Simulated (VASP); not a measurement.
# Hf4N (I4/mmm) in VASP: further runs, part 2 of 2

VASP 6.6.1. The steps go on from the part before.

## (3) Single point, PBE

This run uses another cell than the first one, of 18.57 Å³/atom.

INCAR

```
SYSTEM = Hf4N
ALGO = Normal
EDIFF = 1E-6
ENCUT = 520
GGA = PE
ISIF = 2
ISMEAR = 0
LASPH = .TRUE.
LCHARG = .FALSE.
LREAL = .FALSE.
LWAVE = .FALSE.
NBANDS = 30
NELM = 80
PREC = Accurate
SIGMA = 0.1
```

KPOINTS

```
k-points
0
G
  6 6 6
  0 0 0
```

POSCAR

```
Hf4N
1.0
   -2.2469529507      2.2469529507      4.5976960173
    2.2469529507     -2.2469529507      4.5976960173
    2.2469529507      2.2469529507     -4.5976960173
Hf N
4 1
Direct
    0.7583473975      0.7583473975      0.0000000000
    0.5000000000      0.0000000000      0.5000000000
    0.0000000000      0.5000000000      0.5000000000
    0.2416526025      0.2416526025      0.0000000000
    0.0000000000      0.0000000000      0.0000000000
```

Potentials or basis: VASP PAW PBE potentials, release 64 (Hf_pv, N).

Launch:

```sh
$ cat potpaw_PBE.64/Hf_pv/POTCAR potpaw_PBE.64/N/POTCAR > POTCAR
$ mpirun -np 1 vasp_std > vasp.out
```

Wall time 2.2 min (1 thread of Intel Xeon 8259CL, shared host); peak memory 0.28 GiB.

Results (log left out):

| Item | Value |
| --- | --- |
| Free energy | -51.7070 eV |
| Pressure | -0.8 GPa |
| Largest force | 0.072 eV/Å |
| Band gap on the k mesh | zero (an odd number of electrons rules out a gap without spin polarisation) |

Forces on the atoms (eV/Å):
```
Hf   0.000  0.000  0.072
Hf   0.000  0.000  0.000
Hf   0.000  0.000  0.000
Hf   0.000  0.000 -0.072
N    0.000  0.000  0.000
```

Levels at points of the mesh, in eV from the Fermi level:
| k point | band 19 | band 20 | band 21 | band 22 | band 23 | band 24 | band 25 | band 26 |
| --- | --- | --- | --- | --- | --- | --- | --- | --- |
| (0.00, 0.00, 0.00) | -2.09 | -1.65 | -0.51 | -0.51 | 1.16 | 1.36 | 1.36 | 1.51 |
| (0.50, 0.00, 0.00) | -1.31 | -1.25 | -0.68 | -0.48 | -0.42 | 0.56 | 0.76 | 1.72 |
| (0.50, 0.50, 0.00) | -1.73 | -1.33 | -0.47 | 0.15 | 0.29 | 0.48 | 0.59 | 1.34 |
| (0.50, 0.50, 0.50) | -3.02 | -2.13 | -2.13 | -1.01 | -0.58 | 0.95 | 2.85 | 2.85 |

Caveat: spin-orbit coupling is left out, which moves the levels of the heavy elements.

## (4) Relaxation of cell and atoms, PBE

INCAR

```
ALGO = Normal
EDIFF = 1E-7
EDIFFG = -0.04
ENCUT = 600
GGA = PE
IBRION = 2
ISIF = 3
ISMEAR = 0
LASPH = True
LCHARG = False
LREAL = False
LWAVE = False
NELM = 100
NSW = 90
PREC = Accurate
SIGMA = 0.1
```

KPOINTS

```
k-points
0
Gamma
  6 6 6
```

POSCAR

```
Hf4N
1.0
   -2.1633483000      2.1633483000      4.1212417700
    2.1633483000     -2.1633483000      4.1212417700
    2.1633483000      2.1633483000     -4.1212417700
Hf N
4 1
Direct
    0.7556089200      0.7556089200      0.0000000000
    0.5000000000      0.0000000000      0.5000000000
    0.0000000000      0.5000000000      0.5000000000
    0.2443910800      0.2443910800      0.0000000000
    0.0000000000      0.0000000000      0.0000000000
```

Launch:

```sh
$ cat potpaw_PBE.64/Hf_pv/POTCAR potpaw_PBE.64/N/POTCAR > POTCAR
$ mpirun -np 1 vasp_std > vasp.out
```

Wall time 19 min (1 thread of Intel Xeon 8259CL, shared host); peak memory 0.31 GiB.

It converged, with:

- Free energy: -51.7050 eV
- Relaxed volume: 18.47 Å³/atom
- Relaxed cell: a = 5.582 Å, b = 5.582 Å, c = 5.582 Å, α = 132.64°, β = 132.64°, γ = 69.22°
- Space group after relaxing (to 0.1 Å): I4/mmm (No. 139)
- Energy gained by relaxing: 333.8 meV/atom
- Ionic steps: 11
- Pressure after relaxing: 0.0 GPa
- Largest force after relaxing: 0.011 eV/Å
- Band gap on the k mesh: zero (an odd number of electrons rules out a gap without spin polarisation)

Forces in eV/Å, atoms in the order of the input:
```
Hf   0.000  0.000  0.011
Hf   0.000  0.000  0.000
Hf   0.000  0.000  0.000
Hf   0.000  0.000 -0.011
N    0.000  0.000  0.000
```

The path:
```tsv
step	energy change (eV)	largest force (eV/Å)	pressure (GPa)	volume (Å³)
1	0.0000	2.1786	37.76	77.15
2	2.0499	1.5624	-25.42	125.13
3	-1.5717	0.8388	-2.39	93.08
4	-1.5859	0.7238	-0.33	91.80
5	-1.5867	0.6896	0.27	91.44
6	-1.6284	0.4059	-0.24	92.02
7	-1.6579	0.0850	-0.92	92.96
8	-1.6651	0.0892	1.48	91.55
9	-1.6673	0.0872	0.68	92.01
10	-1.6676	0.0952	-0.52	92.70
11	-1.6692	0.0113	0.04	92.37
```

Final structure:
```
Hf N
1.0
    -2.24190    2.24190    4.59451
     2.24190   -2.24190    4.59451
     2.24190    2.24190   -4.59451
Hf N
4 1
Direct
  0.75867 0.75867 0.00000
  0.50000 0.00000 0.50000
  0.00000 0.50000 0.50000
  0.24133 0.24133 0.00000
  0.00000 0.00000 0.00000
```

Levels at points of the mesh, in eV from the Fermi level:
```
           k point  band 20  band 21  band 22  band 23  band 24  band 25
(0.00, 0.00, 0.00)    -1.67    -0.51    -0.51     1.16     1.37     1.37
(0.50, 0.00, 0.00)    -1.25    -0.69    -0.48    -0.42     0.55     0.78
(0.50, 0.50, 0.00)    -1.34    -0.47     0.14     0.29     0.50     0.60
(0.50, 0.50, 0.50)    -2.15    -2.15    -1.03    -0.58     0.95     2.87
```

Caveat: the volume moved by over 15 % at a fixed basis, so the end points are rough; spin-orbit coupling is left out, which moves the levels of the heavy elements.

## (5) Single point, PBE

This run uses another cell than the first one, of 18.57 Å³/atom.

INCAR

```
PREC = Accurate
ENCUT = 520
EDIFF = 1E-6
ISMEAR = 0
SIGMA = 0.1
LREAL = False
LASPH = True
NELM = 100
ALGO = Normal
ISIF = 2
LWAVE = False
LCHARG = False
GGA = PE
NBANDS = 30
```

KPOINTS

```
regular mesh
0
Gamma
  12 12 12
```

POSCAR

```
Hf4N
1.0
   -2.2466700023      2.2466700023      4.5995174179
    2.2466700023     -2.2466700023      4.5995174179
    2.2466700023      2.2466700023     -4.5995174179
Hf N
4 1
Direct
    0.7586894992      0.7586894992      0.0000000000
    0.5000000000      0.0000000000      0.5000000000
    0.0000000000      0.5000000000      0.5000000000
    0.2413105008      0.2413105008      0.0000000000
    0.0000000000      0.0000000000      0.0000000000
```

Launch:

```sh
$ cat potpaw_PBE.64/Hf_pv/POTCAR potpaw_PBE.64/N/POTCAR > POTCAR
$ mpirun -np 1 vasp_std > vasp.out
```

It took 13 min on 1 thread of Intel Xeon 8259CL, shared host; peak memory 0.51 GiB.

Results (log left out):

```
Free energy            : -51.7139 eV
Pressure               : -0.8 GPa
Largest force          : 0.073 eV/Å
Band gap on the k mesh : zero (an odd number of electrons rules out a gap without spin polarisation)
```

Forces in eV/Å, atoms in the order of the input:
```
Hf   0.000  0.000  0.073
Hf   0.000  0.000  0.000
Hf   0.000  0.000  0.000
Hf   0.000  0.000 -0.073
N    0.000  0.000  0.000
```

Levels at points of the mesh, in eV from the Fermi level:
```csv
k point,band 19,band 20,band 21,band 22,band 23,band 24,band 25,band 26
"(0.00, 0.00, 0.00)",-2.08,-1.64,-0.50,-0.50,1.17,1.38,1.38,1.53
"(0.50, 0.00, 0.00)",-1.29,-1.23,-0.67,-0.47,-0.41,0.57,0.78,1.73
"(0.50, 0.50, 0.00)",-1.72,-1.32,-0.45,0.16,0.31,0.49,0.61,1.35
"(0.50, 0.50, 0.50)",-3.00,-2.12,-2.12,-1.00,-0.56,0.96,2.86,2.86
```

Caveat: spin-orbit coupling is left out, which moves the levels of the heavy elements.

## (6) Single point, PBE

This run uses another cell than the first one, of 18.57 Å³/atom.

INCAR

```
SYSTEM = Hf4N
PREC = Accurate
ENCUT = 520
EDIFF = 1E-6
ISMEAR = 0
SIGMA = 0.1
LREAL = .False.
LASPH = .True.
NELM = 60
ALGO = Normal
ISIF = 2
LWAVE = .False.
LCHARG = .False.
GGA = PE
NBANDS = 30
```

KPOINTS

```
regular mesh
0
Gamma
  12 12 12
  0 0 0
```

POSCAR is that of step 5.

Potentials or basis: VASP PAW PBE potentials, release 64 (Hf_pv, N).

Launch:

```sh
$ cat potpaw_PBE.64/Hf_pv/POTCAR potpaw_PBE.64/N/POTCAR > POTCAR
$ mpirun -np 1 vasp_std > vasp.out
```

Run time: 12 min. Hardware: 1 thread of Intel Xeon 8259CL, shared host; peak memory 0.52 GiB.

Results (log left out):

| Property | Result |
| --- | --- |
| Free energy | -51.7139 eV |
| Pressure | -0.8 GPa |
| Largest force | 0.073 eV/Å |
| Band gap on the k mesh | zero (an odd number of electrons rules out a gap without spin polarisation) |

Forces in eV/Å, atoms in the order of the input:
```
Hf   0.000  0.000  0.073
Hf   0.000  0.000  0.000
Hf   0.000  0.000  0.000
Hf   0.000  0.000 -0.073
N    0.000  0.000  0.000
```

Levels at points of the mesh, in eV from the Fermi level:
```
           k point  band 20  band 21  band 22  band 23  band 24  band 25
(0.00, 0.00, 0.00)    -1.64    -0.50    -0.50     1.17     1.38     1.38
(0.50, 0.00, 0.00)    -1.23    -0.67    -0.47    -0.41     0.57     0.78
(0.50, 0.50, 0.00)    -1.32    -0.45     0.16     0.31     0.49     0.61
(0.50, 0.50, 0.50)    -2.12    -2.12    -1.00    -0.56     0.96     2.86
```

Caveat: spin-orbit coupling is left out, which moves the levels of the heavy elements.

## (7) Summary

```csv
task,cell,k mesh,cutoff (eV),gap on the mesh (eV),pressure (GPa),largest force (eV/Å)
single point,"a = 5.133 Å, angles 130.1, 130.1, 73.2°, 5 atoms, atomic positions A",6 × 6 × 6,520,none,37.8,2.18
single point,"a = 5.589 Å, angles 132.6, 132.6, 69.3°, 5 atoms, atomic positions B",6 × 6 × 6,520,none,-0.8,0.07
relaxation of cell and atoms,"relaxed from a = 5.133 Å, angles 130.1, 130.1, 73.2°, 5 atoms, atomic positions A",6 × 6 × 6,600,none,0.0,0.01
single point,"a = 5.590 Å, angles 132.6, 132.6, 69.3°, 5 atoms, atomic positions C",12 × 12 × 12,520,none,-0.8,0.07
```

Alike in all rows: level PBE; potentials or basis VASP PAW PBE potentials, release 64 (Hf_pv, N); no spin polarisation; smearing gaussian 0.1 eV.

Caveats: spin-orbit coupling is left out, which moves the levels of the heavy elements; the stress differs along the axes, from 32 to 48 GPa (at least some runs); forces of over 1 eV/Å act on the atoms, so gaps and moduli don't describe the material at rest (at least some runs); the volume moved by over 15 % at a fixed basis, so the end points are rough (at least some runs).

Total energies depend on the potentials used, so only differences within one code and one set of settings carry meaning.
